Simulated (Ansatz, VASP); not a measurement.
**CdF2 in VASP and in Ansatz**

INCAR

```
PREC = Accurate
ENCUT = 520
EDIFF = 1E-6
ISMEAR = 0
SIGMA = 0.05
LREAL = F
LASPH = T
NELM = 60
ALGO = Normal
ISIF = 2
LWAVE = F
LCHARG = F
GGA = PE
NBANDS = 20
```

KPOINTS

```
regular mesh
0
Gamma
  8 8 8
```

The input POSCAR:

```
CdF2
1.0
    0.0000000000      2.6131800000      2.6535900000
    2.6131800000      0.0000000000      2.6535900000
    2.6131800000      2.6131800000      0.0000000000
Cd F
1 2
Direct
    0.0000000000      0.0000000000      0.0000000000
    0.2500000000      0.2500000000      0.2500000000
    0.7500000000      0.7500000000      0.7500000000
```

Input for Ansatz:

```yaml
crystal:
  lattice:
    - [0.0, 2.61318, 2.65359]
    - [2.61318, 0.0, 2.65359]
    - [2.61318, 2.61318, 0.0]
  atoms:
    - { symbol: Cd, position: [0.0, 0.0, 0.0] }
    - { symbol: F, position: [0.25, 0.25, 0.25] }
    - { symbol: F, position: [0.75, 0.75, 0.75] }
basis:
  ecutwfc: 420
kpoints:
  mp_grid: { grid: [8, 8, 8] }
hamiltonian:
  xc: pbe
scf:
  occupations: { method: gaussian, width: 0.05 }
output:
  forces: true
  stress: true
  eigenvalues: true
```

Change from the starting cell: strain -0.030 along x and y, -0.015 along z, atoms carried along.

Alike in both runs: task single point; functional PBE; k mesh 8 × 8 × 8; occupations gaussian, width 0.05 eV; no spin polarisation.

|  | VASP | Ansatz |
| --- | --- | --- |
| version | VASP 6.6.1 | Ansatz 0.2.0 |
| potentials or method | VASP PAW PBE potentials, release 64 (Cd, F), cutoff 520 eV | scalar-relativistic, plane waves, PAW |
| valence electrons in the cell | 26 | 34 |

Ansatz gave:

| Item | Value |
| --- | --- |
| gap on the k mesh at the Fermi level (eV) | 3.37 |
| least direct gap on the mesh (eV) | 3.73 |
| pressure (GPa) | 16.2 |
| traceless stress, the component that is largest in VASP (GPa) | -1.16 |

Problem. Estimate VASP's values.

Solution. gap on the k mesh at the Fermi level (eV): 3.33; least direct gap on the mesh (eV): 3.70; pressure (GPa): 17.4; traceless stress, the component that is largest in VASP (GPa): -1.14.

VASP's potentials hold 26 valence electrons a cell and Ansatz's 34, so a difference there can come from the potentials and not from the codes.
